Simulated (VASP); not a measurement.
# InSe (C2/m) in VASP: single point with PBE

Aim: the single point of InSe with PBE.

Program: VASP 6.6.1. These are calculated values, not measurements. Logs are shortened: lines on timing, memory, paths and dates and some standing lists are left out, and cuts for length are marked.

### Step 1. The cell of the first run

Symmetry: C2/m, No. 12, monoclinic system. The conventional cell has a = 11.736 Å, b = 4.110 Å, c = 4.610 Å, α = 90.00°, β = 110.30°, γ = 90.00°. In (site symmetry m) has 5 Se at 2.58 to 3.51 Å and 3 In at 2.74 to 3.74 Å within 3.8 Å. Se (site symmetry m) has 5 In at 2.58 to 3.51 Å and 3 Se at 3.51 to 3.52 Å within 3.6 Å.

### Step 2. Single point, PBE

INCAR

```
SYSTEM = InSe
ALGO = Normal
EDIFF = 1E-6
ENCUT = 520
GGA = PE
ISIF = 2
ISMEAR = 0
LASPH = .True.
LCHARG = .False.
LREAL = Auto
LWAVE = .False.
NBANDS = 342
NELM = 80
PREC = Accurate
SIGMA = 0.05
```

KPOINTS

```
k-points
0
Gamma
  1 1 1
  0 0 0
```

POSCAR

```
InSe
1.0
    3.1988300000      8.2200000000     -8.6473050000
   -3.1988300000      8.2200000000      8.6473050000
   10.1363910000     -8.2200000000      4.3236520000
In Se
32 32
Direct
    0.6617500000      0.7222500000      0.8840000000
    0.4117500000      0.9722500000      0.8840000000
    0.1617500000      0.9722500000      0.3840000000
    0.6617500000      0.2222500000      0.8840000000
    0.4117500000      0.4722500000      0.8840000000
    0.1617500000      0.7222500000      0.8840000000
    0.9117500000      0.9722500000      0.8840000000
    0.1617500000      0.4722500000      0.3840000000
    0.9117500000      0.7222500000      0.3840000000
    0.6617500000      0.9722500000      0.3840000000
    0.1617500000      0.2222500000      0.8840000000
    0.9117500000      0.4722500000      0.8840000000
    0.9117500000      0.2222500000      0.3840000000
    0.6617500000      0.4722500000      0.3840000000
    0.4117500000      0.7222500000      0.3840000000
    0.4117500000      0.2222500000      0.3840000000
    0.8382500000      0.7777500000      0.1160000000
    0.5882500000      0.0277500000      0.1160000000
    0.3382500000      0.0277500000      0.6160000000
    0.8382500000      0.2777500000      0.1160000000
    0.5882500000      0.5277500000      0.1160000000
    0.3382500000      0.7777500000      0.1160000000
    0.0882500000      0.0277500000      0.1160000000
    0.3382500000      0.5277500000      0.6160000000
    0.0882500000      0.7777500000      0.6160000000
    0.8382500000      0.0277500000      0.6160000000
    0.3382500000      0.2777500000      0.1160000000
    0.0882500000      0.5277500000      0.1160000000
    0.0882500000      0.2777500000      0.6160000000
    0.8382500000      0.5277500000      0.6160000000
    0.5882500000      0.7777500000      0.6160000000
    0.5882500000      0.2777500000      0.6160000000
    0.3345000000      0.8255000000      0.6600000000
    0.0845000000      0.0755000000      0.6600000000
    0.8345000000      0.0755000000      0.1600000000
    0.3345000000      0.3255000000      0.6600000000
    0.0845000000      0.5755000000      0.6600000000
    0.8345000000      0.8255000000      0.6600000000
    0.5845000000      0.0755000000      0.6600000000
    0.8345000000      0.5755000000      0.1600000000
    0.5845000000      0.8255000000      0.1600000000
    0.3345000000      0.0755000000      0.1600000000
    0.8345000000      0.3255000000      0.6600000000
    0.5845000000      0.5755000000      0.6600000000
    0.5845000000      0.3255000000      0.1600000000
    0.3345000000      0.5755000000      0.1600000000
    0.0845000000      0.8255000000      0.1600000000
    0.0845000000      0.3255000000      0.1600000000
    0.1655000000      0.6745000000      0.3400000000
    0.9155000000      0.9245000000      0.3400000000
    0.6655000000      0.9245000000      0.8400000000
    0.1655000000      0.1745000000      0.3400000000
    0.9155000000      0.4245000000      0.3400000000
    0.6655000000      0.6745000000      0.3400000000
    0.4155000000      0.9245000000      0.3400000000
    0.6655000000      0.4245000000      0.8400000000
    0.4155000000      0.6745000000      0.8400000000
    0.1655000000      0.9245000000      0.8400000000
    0.6655000000      0.1745000000      0.3400000000
    0.4155000000      0.4245000000      0.3400000000
    0.4155000000      0.1745000000      0.8400000000
    0.1655000000      0.4245000000      0.8400000000
    0.9155000000      0.6745000000      0.8400000000
    0.9155000000      0.1745000000      0.8400000000
```

Potentials or basis: VASP PAW PBE potentials, release 64 (In_d, Se).

Run with:

```
cat potpaw_PBE.64/In_d/POTCAR potpaw_PBE.64/Se/POTCAR > POTCAR
mpirun -np 1 vasp_gam > vasp.out
```

OUTCAR:

```text
SYSTEM = InSe
   EDIFF = 1E-6
   ENCUT = 520
   GGA = PE
   ISIF = 2
   ISMEAR = 0
   LASPH = .True.
   LREAL = Auto
   NELM = 80
   PREC = Accurate

 ion  position               nearest neighbor table
   1  0.662  0.722  0.884-  44 2.58  17 2.74  51 2.78  57 2.78  31 3.74  24 3.74
   2  0.412  0.972  0.884-  33 2.58  18 2.74  58 2.78  61 2.78  25 3.74  19 3.74
   3  0.162  0.972  0.384-  47 2.58  19 2.74  50 2.78  52 2.78  23 3.74  17 3.74
   4  0.662  0.222  0.884-  39 2.58  20 2.74  56 2.78  61 2.78  32 3.74  19 3.74
   5  0.412  0.472  0.884-  36 2.58  21 2.74  57 2.78  62 2.78  29 3.74  24 3.74
   6  0.162  0.722  0.884-  37 2.58  22 2.74  58 2.78  63 2.78  30 3.74  25 3.74
[... 24 lines left out ...]
  31  0.588  0.778  0.616-  51 2.58  15 2.74  44 2.78  38 2.78   1 3.74   7 3.74
  32  0.588  0.278  0.616-  56 2.58  16 2.74  43 2.78  39 2.78   4 3.74  12 3.74
  33  0.334  0.825  0.660-   2 2.58  19 2.78  25 2.78
  34  0.084  0.075  0.660-  11 2.58  26 2.78  29 2.78
  35  0.834  0.075  0.160-  13 2.58  18 2.78  20 2.78
  36  0.334  0.325  0.660-   5 2.58  24 2.78  29 2.78
  37  0.084  0.575  0.660-   6 2.58  25 2.78  30 2.78
  38  0.834  0.825  0.660-   7 2.58  26 2.78  31 2.78
[... 24 lines left out ...]
  63  0.916  0.675  0.840-  30 2.58  12 2.78   6 2.78
  64  0.916  0.175  0.840-  26 2.58  11 2.78   7 2.78

  LATTYP: Found a base centered monoclinic cell.
 ALAT       =    18.4399996889
 B/A-ratio  =     0.8915401452
 C/A-ratio  =     0.7602296130
 COS(beta)  =    -0.6192954384

  Lattice vectors:

 A1 = (  -3.1988300000,   8.2200000000,   8.6473050000)
 A2 = (  -3.1988300000,  -8.2200000000,   8.6473050000)
 A3 = (  13.3352210000,   0.0000000000,  -4.3236530000)

Analysis of symmetry for initial positions (statically):
=====================================================================
 Subroutine PRICEL returns following result:

  LATTYP: Found a base centered monoclinic cell.
 ALAT       =    11.7358060000
 B/A-ratio  =     0.3502102881
 C/A-ratio  =     0.3928149394
 COS(beta)  =    -0.3469447313

  Lattice vectors:

 A1 = (   5.8679030000,  -2.0550000000,  -0.0000002500)
 A2 = (   5.8679030000,   2.0550000000,  -0.0000002500)
 A3 = (  -1.5994150000,   0.0000000000,   4.3236525000)

  16 primitive cells build up your supercell.

 Routine SETGRP: Setting up the symmetry group for a
 base centered monoclinic supercell.

 Subroutine GETGRP returns: Found  4 space group operations
 (whereof  4 operations were pure point group operations)
 out of a pool of  4 trial point group operations.

The static configuration has the point symmetry C_2h.

Analysis of symmetry for dynamics (positions and initial velocities):
=====================================================================
 Subroutine PRICEL returns following result:

  LATTYP: Found a base centered monoclinic cell.
 ALAT       =    11.7358060000
 B/A-ratio  =     0.3502102881
 C/A-ratio  =     0.3928149394
 COS(beta)  =    -0.3469447313

  Lattice vectors:

 A1 = (   5.8679030000,  -2.0550000000,  -0.0000002500)
 A2 = (   5.8679030000,   2.0550000000,  -0.0000002500)
 A3 = (  -1.5994150000,   0.0000000000,   4.3236525000)

  16 primitive cells build up your supercell.

 Routine SETGRP: Setting up the symmetry group for a
 base centered monoclinic supercell.

 Subroutine GETGRP returns: Found  4 space group operations
 (whereof  4 operations were pure point group operations)
 out of a pool of  4 trial point group operations.

The dynamic configuration has the point symmetry C_2h.

 Subroutine INISYM returns: Found  4 space group operations
 (whereof  4 operations are pure point group operations),
 and found    16 'primitive' translations

----------------------------------------------------------------------------------------

                                     Primitive cell

  volume of cell :     104.2739

  direct lattice vectors                    reciprocal lattice vectors
     5.867903000 -2.055000000 -0.000000250     0.085209317 -0.243309002  0.031520817
     5.867903000  2.055000000 -0.000000250     0.085209317  0.243309002  0.031520817
    -1.599415000  0.000000000  4.323652500     0.000000010 -0.000000000  0.231285936

  length of vectors
     6.217339513  6.217339513  4.609999922     0.259718040  0.259718040  0.231285936

  position of ions in fractional coordinates (direct lattice)
     0.884000000  0.884000000  0.005000000
     0.116000000  0.116000000  0.995000000
     0.660000000  0.660000000  0.642000000
     0.340000000  0.340000000  0.358000000

  ion indices of the primitive-cell ions
   primitive index   ion index
                 1           1
                 2          31
                 3          44
                 4          51

----------------------------------------------------------------------------------------

 KPOINTS: k-points

Automatic generation of k-mesh.
 Grid dimensions read from file:
 generate k-points for:    1    1    1

 Generating k-lattice:

  Cartesian coordinates                     Fractional coordinates (reciprocal lattice)
     0.063906985  0.060827251 -0.034180871     1.000000000  0.000000000 -0.000000000
     0.021302332  0.060827251  0.065701688     0.000000000  1.000000000  0.000000000
     0.085209317  0.000000000  0.031520817     0.000000000  0.000000000  1.000000000

  Length of vectors
     0.094617066  0.092035078  0.090852571

  Shift w.r.t. Gamma in fractional coordinates (k-lattice)
     0.000000000  0.000000000  0.000000000

 Subroutine IBZKPT returns following result:
 ===========================================

 Found      1 irreducible k-points:

 Following reciprocal coordinates:
            Coordinates               Weight
  0.000000  0.000000  0.000000      1.000000
   k-points           NKPTS =      1   k-points in BZ     NKDIM =      1   number of bands    NBANDS=    342
   number of dos      NEDOS =    301   number of ions     NIONS =     64
   total plane-waves  NPLWV = 995328
   dimension x,y,z NGX =    96 NGY =   96 NGZ =  108
   dimension x,y,z NGXF=   192 NGYF=  192 NGZF=  216
   ions per type =              32  32
   NGX,Y,Z   is equivalent  to a cutoff of  12.92, 12.92, 13.06 a.u.
   NGXF,Y,Z  is equivalent  to a cutoff of  25.84, 25.84, 26.12 a.u.
 SYSTEM =  InSe
   PREC   = accura    normal or accurate (medium, high low for compatibility)
   ISTART =      0    job   : 0-new  1-cont  2-samecut
   ICHARG =      2    charge: 1-file 2-atom 10-const
   ISPIN  =      1    spin polarized calculation?
   LNONCOLLINEAR =      F non collinear calculations
   LSORBIT =      F    spin-orbit coupling
   LASPH  =      T    aspherical Exc in radial PAW
   ENCUT  =  520.0 eV  38.22 Ry    6.18 a.u.  22.97 22.97 25.56*2*pi/ulx,y,z
   NELM   =     80;   NELMIN=  2; NELMDL= -5     # of ELM steps
   EDIFF  = 0.1E-05   stopping-criterion for ELM
   LREAL  =      T    real-space projection
   EDIFFG = 0.1E-04   stopping-criterion for IOM
   NSW    =      0    number of steps for IOM
   IBRION =     -1    ionic relax: 0-MD 1-quasi-New 2-CG
   NFREE  =      0    steps in history (QN), initial steepest desc. (CG)
   ISIF   =      2    stress and relaxation
   ISYM   =      2    0-nonsym 1-usesym 2-fastsym
   POTIM  = 0.5000    time-step for ionic-motion
   TEBEG  =    0.0;   TEEND  =   0.0 temperature during run
   PSTRESS=    0.0 pullay stress
   NELECT =     608.0000    total number of electrons
   NUPDOWN=      -1.0000    fix difference up-down
   EMIN   =  10.00;   EMAX   =-10.00  energy-range for DOS
   EFERMI =   0.00;   METHOD = LEGACY
   ISMEAR =     0;   SIGMA  =   0.05  broadening in eV -4-tet -1-fermi 0-gaus
   EFERMI_NEDOS =   21; number of points for ismear=-14 and -15
   IALGO  =     38    algorithm
   IMIX   =      4    mixing-type and parameters
     AMIX     =   0.40;   BMIX     =  1.00
     AMIX_MAG =   1.60;   BMIX_MAG =  1.00
  volume/ion in A,a.u.               =      26.07       175.92
  Fermi-wavevector in a.u.,A,eV,Ry     =   1.169349  2.209749 18.604298  1.367377
  Thomas-Fermi vector in A             =   2.305823
   LORBIT       =      0    0 simple, 1 ext, 2 COOP (PROOUT), +10 PAW based schemes
   GGA     = PE    functional components
   LHFCALC =     F    Hartree Fock is set to
   AEXX    =    0.0000 exact exchange contribution
   IVDW    =     0    specifies the selected vdW correction
   LEPSILON=     F    determine dielectric tensor
   LRPA    =     F    only Hartree local field effects (RPA)
 non-spin polarized calculation
 Gauss-broadening in eV      SIGMA  =   0.05
  energy-cutoff  :      520.00
  volume of cell :     1668.38
 maximum number of plane-waves:     22418
 NGX is ok and might be reduce to    90
   NGX = 45   NGY = 45   NGZ = 51

 number of electron     608.0000071 magnetization

 Free energy of the ion-electron system (eV)
  ---------------------------------------------------
  ext. energy  EPLUGINS =         0.00000000
  ---------------------------------------------------
  free energy    TOTEN  =      -222.50429928 eV

  energy without entropy =     -222.50429928  energy(sigma->0) =     -222.50429928

 E-fermi :   4.8110     XC(G=0):  -9.5844

 val. band max:        4.5417115356   @ k =   0.0000   0.0000   0.0000
 cond. band min:       5.9766893701   @ k =   0.0000   0.0000   0.0000
 fundamental gap:      1.4349778346
 Fermi energy:         4.8110484735

 k-point     1 :       0.0000    0.0000    0.0000
  band No.  band energies     occupation
      1      -9.8525      2.00000
      2      -9.8316      2.00000
      3      -9.8316      2.00000
      4      -9.8316      2.00000
      5      -9.8316      2.00000
      6      -9.8259      2.00000
[... 308 lines left out ...]
    315       7.0145      0.00000
    316       7.0145      0.00000
 [bands above 316 left out]

------------------------ aborting loop because EDIFF is reached ----------------------------------------

  FORCE on cell =-STRESS in cart. coord.  units (eV):
  Direction    XX          YY          ZZ          XY          YZ          ZX
  --------------------------------------------------------------------------------------
  -------------------------------------------------------------------------------------
  Total       46.0471598     21.0367168     21.2895588      0.0000000      0.0000000     21.6738980
  in kB       44.2199172     20.2019382     20.4447469      0.0000000      0.0000000     20.8138348
  external PRESSURE =      28.2888674 kB  Pullay stress =       0.0000000 kB

 VOLUME and BASIS-vectors are now :
 -----------------------------------------------------------------------------
  energy-cutoff  :      520.00
  volume of cell :     1668.38
      direct lattice vectors                 reciprocal lattice vectors
     3.198830000  8.220000000 -8.647305000     0.063906985  0.060827251 -0.034180871
    -3.198830000  8.220000000  8.647305000     0.021302332  0.060827251  0.065701688
    10.136391000 -8.220000000  4.323652000     0.085209317  0.000000000  0.031520817

 POSITION                                       TOTAL-FORCE (eV/Angst)
 -----------------------------------------------------------------------------------
      8.76704      4.11000      4.34527        -0.165556     -0.000000      0.483091
      7.16763      4.11000      8.66892        -0.165556     -0.000000      0.483091
      1.29972      6.16500      8.66892        -0.165556     -0.000000      0.483091
     10.36646      0.00000      0.02162        -0.165556     -0.000000      0.483091
      8.76704      0.00000      4.34527        -0.165556     -0.000000      0.483091
      7.16763      0.00000      8.66892        -0.165556     -0.000000      0.483091
[... 56 lines left out ...]
      9.28549      6.16500      1.54787         0.400562     -0.000000      0.081057
     10.88490      2.05500     -2.77579         0.400562     -0.000000      0.081057
 -----------------------------------------------------------------------------------
    total drift:                               -0.000000      0.000000      0.000000

  FREE ENERGIE OF THE ION-ELECTRON SYSTEM (eV)
  ---------------------------------------------------
  free  energy   TOTEN  =      -222.5042992832 eV

  energy  without entropy=     -222.5042992832  energy(sigma->0) =     -222.50429928
```

Wall time 28 min (1 thread of Oxide Virtual Turin-like, shared host); peak memory 1.7 GiB.

What came out:

* Free energy: -222.5043 eV
* Pressure: 2.8 GPa
* Largest force: 0.511 eV/Å
* Band gap on the k mesh: 1.44 eV

Forces on the atoms (eV/Å):
```
In  -0.166  0.000  0.483
In  -0.166  0.000  0.483
In  -0.166  0.000  0.483
In  -0.166  0.000  0.483
In  -0.166  0.000  0.483
In  -0.166  0.000  0.483
In  -0.166  0.000  0.483
In  -0.166  0.000  0.483
In  -0.166  0.000  0.483
In  -0.166  0.000  0.483
In  -0.166  0.000  0.483
In  -0.166  0.000  0.483
In  -0.166  0.000  0.483
In  -0.166  0.000  0.483
In  -0.166  0.000  0.483
In  -0.166  0.000  0.483
In   0.166  0.000 -0.483
In   0.166  0.000 -0.483
In   0.166  0.000 -0.483
In   0.166  0.000 -0.483
In   0.166  0.000 -0.483
In   0.166  0.000 -0.483
In   0.166  0.000 -0.483
In   0.166  0.000 -0.483
In   0.166  0.000 -0.483
In   0.166  0.000 -0.483
In   0.166  0.000 -0.483
In   0.166  0.000 -0.483
In   0.166  0.000 -0.483
In   0.166  0.000 -0.483
In   0.166  0.000 -0.483
In   0.166  0.000 -0.483
Se  -0.401  0.000 -0.081
Se  -0.401  0.000 -0.081
Se  -0.401  0.000 -0.081
Se  -0.401  0.000 -0.081
Se  -0.401  0.000 -0.081
Se  -0.401  0.000 -0.081
Se  -0.401  0.000 -0.081
Se  -0.401  0.000 -0.081
Se  -0.401  0.000 -0.081
Se  -0.401  0.000 -0.081
Se  -0.401  0.000 -0.081
Se  -0.401  0.000 -0.081
Se  -0.401  0.000 -0.081
Se  -0.401  0.000 -0.081
Se  -0.401  0.000 -0.081
Se  -0.401  0.000 -0.081
Se   0.401  0.000  0.081
Se   0.401  0.000  0.081
Se   0.401  0.000  0.081
Se   0.401  0.000  0.081
Se   0.401  0.000  0.081
Se   0.401  0.000  0.081
Se   0.401  0.000  0.081
Se   0.401  0.000  0.081
Se   0.401  0.000  0.081
Se   0.401  0.000  0.081
Se   0.401  0.000  0.081
Se   0.401  0.000  0.081
Se   0.401  0.000  0.081
Se   0.401  0.000  0.081
Se   0.401  0.000  0.081
Se   0.401  0.000  0.081
```

Stress tensor (GPa, compression positive):
```
4.42 0.00 2.08
0.00 2.02 0.00
2.08 0.00 2.04
```

Levels at points of the mesh, in eV from the valence-band top:
```tsv
k point	band 301	band 302	band 303	band 304	band 305	band 306	band 307	band 308
(0.00, 0.00, 0.00)	-0.27	-0.27	-0.24	0.00	1.44	1.94	1.94	1.94
```

Caveat: the k points lie up to 0.58 Å⁻¹ apart; spin-orbit coupling is left out, which moves the levels of the heavy elements; an odd mesh through Γ misses points on the zone boundary, where band edges can lie.
